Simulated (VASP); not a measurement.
# HfN (Pm-3m) in VASP: further runs

The runs below take HfN through single point, with PBE.

Program: VASP 6.6.1. These are calculated values, not measurements. Logs are shortened: lines on timing, memory, paths and dates and some standing lists are left out, and cuts for length are marked.

## (1) The cell of the first run

The structure is cubic, space group Pm-3m (No. 221). The conventional cell has a = 2.825 Å, b = 2.825 Å, c = 2.825 Å, α = 90.00°, β = 90.00°, γ = 90.00°. Within 3.2 Å of Hf (site symmetry m-3m) lie 8 N at 2.45 Å and 6 Hf at 2.83 Å. N (site symmetry m-3m) has 8 Hf at 2.45 Å and 6 N at 2.83 Å within 3.2 Å.

## (2) Single point, PBE

INCAR reads:

```
  PREC = Accurate
  ENCUT = 520
  EDIFF = 1E-6
  ISMEAR = -1
  SIGMA = 0.03
  LREAL = False
  LASPH = True
  NELM = 80
  ALGO = Normal
  ISIF = 2
  LWAVE = False
  LCHARG = True
  GGA = PE
  LELF = True
  LVHAR = True
  NBANDS = 14
```

KPOINTS reads:

```
regular mesh
0
Gamma
  5 5 5
```

POSCAR reads:

```
HfN
1.0
    2.8250300000      0.0000000000      0.0000000000
    0.0000000000      2.8250300000      0.0000000000
    0.0000000000      0.0000000000      2.8250300000
Hf N
1 1
Direct
    0.5000000000      0.5000000000      0.5000000000
    0.0000000000      0.0000000000      0.0000000000
```

Potentials or basis: VASP PAW PBE potentials, release 64 (Hf_pv, N).

The run is started by

```bash
cat potpaw_PBE.64/Hf_pv/POTCAR potpaw_PBE.64/N/POTCAR > POTCAR
mpirun -np 1 vasp_std > vasp.out
```

OUTCAR:

```text
PREC = Accurate
   ENCUT = 520
   EDIFF = 1E-6
   ISMEAR = -1
   LREAL = False
   LASPH = True
   NELM = 80
   ISIF = 2
   GGA = PE

 ion  position               nearest neighbor table
   1  0.500  0.500  0.500-   2 2.45   2 2.45   2 2.45   2 2.45   2 2.45   2 2.45   2 2.45   2 2.45

   2  0.000  0.000  0.000-   1 2.45   1 2.45   1 2.45   1 2.45   1 2.45   1 2.45   1 2.45   1 2.45

  LATTYP: Found a simple cubic cell.
 ALAT       =     2.8250300000

  Lattice vectors:

 A1 = (   2.8250300000,   0.0000000000,   0.0000000000)
 A2 = (   0.0000000000,   2.8250300000,   0.0000000000)
 A3 = (   0.0000000000,   0.0000000000,   2.8250300000)

Analysis of symmetry for initial positions (statically):
=====================================================================
 Subroutine PRICEL returns:
 Original cell was already a primitive cell.

 Routine SETGRP: Setting up the symmetry group for a
 simple cubic supercell.

 Subroutine GETGRP returns: Found 48 space group operations
 (whereof 48 operations were pure point group operations)
 out of a pool of 48 trial point group operations.

The static configuration has the point symmetry O_h .

Analysis of symmetry for dynamics (positions and initial velocities):
=====================================================================
 Subroutine PRICEL returns:
 Original cell was already a primitive cell.

 Routine SETGRP: Setting up the symmetry group for a
 simple cubic supercell.

 Subroutine GETGRP returns: Found 48 space group operations
 (whereof 48 operations were pure point group operations)
 out of a pool of 48 trial point group operations.

The dynamic configuration has the point symmetry O_h .

 Subroutine INISYM returns: Found 48 space group operations
 (whereof 48 operations are pure point group operations),
 and found     1 'primitive' translations

----------------------------------------------------------------------------------------

                                     Primitive cell

  volume of cell :      22.5460

  direct lattice vectors                    reciprocal lattice vectors
     2.825030000  0.000000000  0.000000000     0.353978542  0.000000000  0.000000000
     0.000000000  2.825030000  0.000000000     0.000000000  0.353978542  0.000000000
     0.000000000  0.000000000  2.825030000     0.000000000  0.000000000  0.353978542

  length of vectors
     2.825030000  2.825030000  2.825030000     0.353978542  0.353978542  0.353978542

  position of ions in fractional coordinates (direct lattice)
     0.500000000  0.500000000  0.500000000
     0.000000000  0.000000000  0.000000000

  ion indices of the primitive-cell ions
   primitive index   ion index
                 1           1
                 2           2

----------------------------------------------------------------------------------------

 KPOINTS: regular mesh

Automatic generation of k-mesh.
 Grid dimensions read from file:
 generate k-points for:    5    5    5

 Generating k-lattice:

  Cartesian coordinates                     Fractional coordinates (reciprocal lattice)
     0.070795708  0.000000000  0.000000000     0.200000000  0.000000000  0.000000000
     0.000000000  0.070795708  0.000000000     0.000000000  0.200000000  0.000000000
     0.000000000  0.000000000  0.070795708     0.000000000  0.000000000  0.200000000

  Length of vectors
     0.070795708  0.070795708  0.070795708

  Shift w.r.t. Gamma in fractional coordinates (k-lattice)
     0.000000000  0.000000000  0.000000000

 Subroutine IBZKPT returns following result:
 ===========================================

 Found     10 irreducible k-points:

 Following reciprocal coordinates:
            Coordinates               Weight
  0.000000  0.000000  0.000000      1.000000
  0.200000  0.000000  0.000000      6.000000
  0.400000  0.000000  0.000000      6.000000
  0.200000  0.200000  0.000000     12.000000
  0.400000  0.200000  0.000000     24.000000
  0.400000  0.400000  0.000000     12.000000
  0.200000  0.200000  0.200000      8.000000
  0.400000  0.200000  0.200000     24.000000
  0.400000  0.400000  0.200000     24.000000
  0.400000  0.400000  0.400000      8.000000
   k-points           NKPTS =     10   k-points in BZ     NKDIM =     10   number of bands    NBANDS=     14
   number of dos      NEDOS =    301   number of ions     NIONS =      2
   total plane-waves  NPLWV =  13824
   dimension x,y,z NGX =    24 NGY =   24 NGZ =   24
   dimension x,y,z NGXF=    48 NGYF=   48 NGZF=   48
   ions per type =               1   1
   NGX,Y,Z   is equivalent  to a cutoff of  14.12, 14.12, 14.12 a.u.
   NGXF,Y,Z  is equivalent  to a cutoff of  28.25, 28.25, 28.25 a.u.
 SYSTEM =  unknown system
   PREC   = accura    normal or accurate (medium, high low for compatibility)
   ISTART =      0    job   : 0-new  1-cont  2-samecut
   ICHARG =      2    charge: 1-file 2-atom 10-const
   ISPIN  =      1    spin polarized calculation?
   LNONCOLLINEAR =      F non collinear calculations
   LSORBIT =      F    spin-orbit coupling
   LASPH  =      T    aspherical Exc in radial PAW
   ENCUT  =  520.0 eV  38.22 Ry    6.18 a.u.   5.25  5.25  5.25*2*pi/ulx,y,z
   NELM   =     80;   NELMIN=  2; NELMDL= -5     # of ELM steps
   EDIFF  = 0.1E-05   stopping-criterion for ELM
   LREAL  =      F    real-space projection
   EDIFFG = 0.1E-04   stopping-criterion for IOM
   NSW    =      0    number of steps for IOM
   IBRION =     -1    ionic relax: 0-MD 1-quasi-New 2-CG
   NFREE  =      0    steps in history (QN), initial steepest desc. (CG)
   ISIF   =      2    stress and relaxation
   ISYM   =      2    0-nonsym 1-usesym 2-fastsym
   POTIM  = 0.5000    time-step for ionic-motion
   TEBEG  =    0.0;   TEEND  =   0.0 temperature during run
   PSTRESS=    0.0 pullay stress
   NELECT =      15.0000    total number of electrons
   NUPDOWN=      -1.0000    fix difference up-down
   EMIN   =  10.00;   EMAX   =-10.00  energy-range for DOS
   EFERMI =   0.00;   METHOD = LEGACY
   ISMEAR =    -1;   SIGMA  =   0.03  broadening in eV -4-tet -1-fermi 0-gaus
   EFERMI_NEDOS =   21; number of points for ismear=-14 and -15
   IALGO  =     38    algorithm
   IMIX   =      4    mixing-type and parameters
     AMIX     =   0.40;   BMIX     =  1.00
     AMIX_MAG =   1.60;   BMIX_MAG =  1.00
  volume/ion in A,a.u.               =      11.27        76.07
  Fermi-wavevector in a.u.,A,eV,Ry     =   1.429164  2.700729 27.790047  2.042511
  Thomas-Fermi vector in A             =   2.549148
   LORBIT       =      0    0 simple, 1 ext, 2 COOP (PROOUT), +10 PAW based schemes
   GGA     = PE    functional components
   LHFCALC =     F    Hartree Fock is set to
   AEXX    =    0.0000 exact exchange contribution
   IVDW    =     0    specifies the selected vdW correction
   LEPSILON=     F    determine dielectric tensor
   LRPA    =     F    only Hartree local field effects (RPA)
 non-spin polarized calculation
  energy-cutoff  :      520.00
  volume of cell :       22.55
 maximum number of plane-waves:       619
 NGX is ok and might be reduce to    24
   NGX = 11   NGY = 11   NGZ = 11

 number of electron      15.0000000 magnetization

 Free energy of the ion-electron system (eV)
  ---------------------------------------------------
  ext. energy  EPLUGINS =         0.00000000
  ---------------------------------------------------
  free energy    TOTEN  =       -19.81435164 eV

  energy without entropy =      -19.81352055  energy(sigma->0) =      -19.81393609

 E-fermi :   7.9287     XC(G=0): -12.9295

 val. band max:        7.0160876733   @ k =   0.4000   0.2000   0.0000
 cond. band min:       8.0007055587   @ k =   0.2000   0.0000   0.0000
 fundamental gap:      0.9846178854
 Fermi energy:         7.9286881964

 k-point     1 :       0.0000    0.0000    0.0000
  band No.  band energies     occupation
      1     -22.7775      2.00000
      2     -22.7775      2.00000
      3     -22.7775      2.00000
      4      -8.6979      2.00000
      5       5.0075      2.00000
      6       5.0075      2.00000
      7       6.3449      2.00000
      8       6.3449      2.00000
      9       6.3449      2.00000
     10      10.7374      0.00000
     11      13.7664      0.00000
     12      13.7664      0.00000
     13      13.7664      0.00000
     14      20.4427      0.00000

 k-point     2 :       0.2000    0.0000    0.0000
  band No.  band energies     occupation
      1     -23.2686      2.00000
      2     -22.7332      2.00000
      3     -22.7332      2.00000
      4      -7.9862      2.00000
      5       2.9998      2.00000
      6       5.3768      2.00000
      7       5.7837      2.00000
      8       5.7837      2.00000
      9       8.0007      0.16626
     10      12.7243      0.00000
     11      13.9439      0.00000
     12      13.9439      0.00000
     13      13.9652      0.00000
     14      20.4422      0.00000

 k-point     3 :       0.4000    0.0000    0.0000
  band No.  band energies     occupation
      1     -23.9884      2.00000
      2     -22.6605      2.00000
      3     -22.6605      2.00000
      4      -6.5995      2.00000
      5       0.2027      2.00000
      6       4.9362      2.00000
      7       4.9362      2.00000
      8       6.0851      2.00000
      9      12.2172      0.00000
     10      14.3110      0.00000
     11      14.4271      0.00000
     12      14.4271      0.00000
     13      15.5271      0.00000
     14      18.5390      0.00000

 k-point     4 :       0.2000    0.2000    0.0000
  band No.  band energies     occupation
      1     -23.2456      2.00000
      2     -23.1685      2.00000
      3     -22.6909      2.00000
      4      -7.4824      2.00000
      5       2.7503      2.00000
      6       4.0981      2.00000
      7       5.6904      2.00000
      8       6.7872      2.00000
      9       9.2213      0.00000
     10      11.7609      0.00000
     11      12.4204      0.00000
     12      14.7450      0.00000
     13      15.3258      0.00000
     14      20.4431      0.00000

 k-point     5 :       0.4000    0.2000    0.0000
  band No.  band energies     occupation
      1     -23.9069      2.00000
      2     -23.1053      2.00000
      3     -22.6215      2.00000
      4      -6.6216      2.00000
      5       1.0341      2.00000
      6       4.1424      2.00000
      7       5.3855      2.00000
      8       7.0161      2.00000
      9      12.0996      0.00000
     10      12.3159      0.00000
     11      12.3762      0.00000
     12      13.7720      0.00000
     13      16.8581      0.00000
     14      20.4361      0.00000

 k-point     6 :       0.4000    0.4000    0.0000
  band No.  band energies     occupation
      1     -23.7827      2.00000
      2     -23.7566      2.00000
      3     -22.5577      2.00000
      4      -6.7419      2.00000
      5       2.5416      2.00000
      6       3.5137      2.00000
      7       6.3465      2.00000
      8       6.8092      2.00000
      9      10.5448      0.00000
     10      10.7559      0.00000
     11      11.6457      0.00000
     12      14.6706      0.00000
     13      17.8017      0.00000
     14      20.4485      0.00000

 k-point     7 :       0.2000    0.2000    0.2000
  band No.  band energies     occupation
      1     -23.2168      2.00000
      2     -23.1159      2.00000
      3     -23.1159      2.00000
      4      -7.1184      2.00000
      5       3.5912      2.00000
      6       3.7698      2.00000
      7       3.7698      2.00000
      8       8.5420      0.00000
      9       8.5420      0.00000
     10      12.6304      0.00000
     11      13.3540      0.00000
     12      13.3540      0.00000
     13      14.8127      0.00000
     14      20.4440      0.00000

 k-point     8 :       0.4000    0.2000    0.2000
  band No.  band energies     occupation
      1     -23.8311      2.00000
      2     -23.0798      2.00000
      3     -23.0293      2.00000
      4      -6.5199      2.00000
      5       1.6944      2.00000
      6       3.0974      2.00000
      7       5.2112      2.00000
      8       8.2251      0.00010
      9      10.4742      0.00000
     10      11.1787      0.00000
     11      13.7471      0.00000
     12      14.4195      0.00000
     13      16.6005      0.00000
     14      20.4392      0.00000

 k-point     9 :       0.4000    0.4000    0.2000
  band No.  band energies     occupation
      1     -23.7157      2.00000
      2     -23.6922      2.00000
      3     -22.9712      2.00000
      4      -6.3967      2.00000
      5       2.0760      2.00000
      6       2.4680      2.00000
      7       4.4360      2.00000
      8       8.4631      0.00000
      9      11.0235      0.00000
     10      11.7115      0.00000
     11      13.5689      0.00000
     12      14.9347      0.00000
     13      17.6612      0.00000
     14      20.4425      0.00000

 k-point    10 :       0.4000    0.4000    0.4000
  band No.  band energies     occupation
      1     -23.6124      2.00000
      2     -23.5856      2.00000
      3     -23.5856      2.00000
      4      -5.7145      2.00000
      5       1.1416      2.00000
      6       1.1416      2.00000
      7       2.1182      2.00000
      8      12.3952      0.00000
      9      13.2033      0.00000
     10      13.2033      0.00000
     11      15.1383      0.00000
     12      15.1383      0.00000
     13      16.9988      0.00000
     14      20.4365      0.00000

------------------------ aborting loop because EDIFF is reached ----------------------------------------

  FORCE on cell =-STRESS in cart. coord.  units (eV):
  Direction    XX          YY          ZZ          XY          YZ          ZX
  --------------------------------------------------------------------------------------
  -------------------------------------------------------------------------------------
  Total       -0.4395555     -0.4395555     -0.4395555      0.0000000     -0.0000000      0.0000000
  in kB      -31.2359806    -31.2359806    -31.2359806      0.0000000     -0.0000000      0.0000000
  external PRESSURE =     -31.2359806 kB  Pullay stress =       0.0000000 kB

 VOLUME and BASIS-vectors are now :
 -----------------------------------------------------------------------------
  energy-cutoff  :      520.00
  volume of cell :       22.55
      direct lattice vectors                 reciprocal lattice vectors
     2.825030000  0.000000000  0.000000000     0.353978542  0.000000000  0.000000000
     0.000000000  2.825030000  0.000000000     0.000000000  0.353978542  0.000000000
     0.000000000  0.000000000  2.825030000     0.000000000  0.000000000  0.353978542

 POSITION                                       TOTAL-FORCE (eV/Angst)
 -----------------------------------------------------------------------------------
      1.41251      1.41251      1.41251         0.000000      0.000000      0.000000
      0.00000      0.00000      0.00000         0.000000      0.000000      0.000000
 -----------------------------------------------------------------------------------
    total drift:                                0.000000     -0.000000     -0.000000

  FREE ENERGIE OF THE ION-ELECTRON SYSTEM (eV)
  ---------------------------------------------------
  free  energy   TOTEN  =       -19.8143516400 eV

  energy  without entropy=      -19.8135205493  energy(sigma->0) =      -19.81393609
```

Wall time 3.7 s (1 thread of AMD EPYC 9R45 (Zen 5), shared host); peak memory 0.11 GiB.

What came out:

| Item | Value |
| --- | --- |
| Free energy | -19.8144 eV |
| Pressure | -3.1 GPa |

Caveat: the k points lie up to 0.44 Å⁻¹ apart; spin-orbit coupling is left out, which moves the levels of the heavy elements.

## (3) Single point, PBE

This run uses another cell than the first one, of 10.60 Å³/atom, 0.940 times its volume.

INCAR reads:

```
SYSTEM = HfN
  PREC = Accurate
  ENCUT = 520
  EDIFF = 1E-7
  ISMEAR = -1
  SIGMA = 0.05
  LREAL = .FALSE.
  LASPH = .TRUE.
  NELM = 80
  ALGO = Normal
  ISIF = 2
  LWAVE = .FALSE.
  LCHARG = .FALSE.
  GGA = PE
  NBANDS = 14
```

KPOINTS reads:

```
Automatic mesh
0
G
  9 9 9
  0 0 0
```

POSCAR reads:

```
HfN
1.0
    2.7673601447      0.0000000000      0.0000000000
    0.0000000000      2.7673601447      0.0000000000
    0.0000000000      0.0000000000      2.7673601447
Hf N
1 1
Direct
    0.5000000000      0.5000000000      0.5000000000
    0.0000000000      0.0000000000      0.0000000000
```

Potentials or basis: VASP PAW PBE potentials, release 64 (Hf_pv, N).

The run is started by

```bash
cat potpaw_PBE.64/Hf_pv/POTCAR potpaw_PBE.64/N/POTCAR > POTCAR
mpirun -np 1 vasp_std > vasp.out
```

Run time: 4.6 s. Hardware: 1 thread of Intel Xeon 6975P-C (Granite Rapids), shared host; peak memory 0.14 GiB.

The run converged. Its results:

* Free energy: -19.7229 eV
* Pressure: 13.5 GPa

Levels at points of the mesh, in eV from the Fermi level:
```csv
k point,band 6,band 7,band 8,band 9,band 10,band 11
"(0.00, 0.00, 0.00)",-2.68,-1.13,-1.13,-1.13,4.13,6.73
```

Caveat: spin-orbit coupling is left out, which moves the levels of the heavy elements.
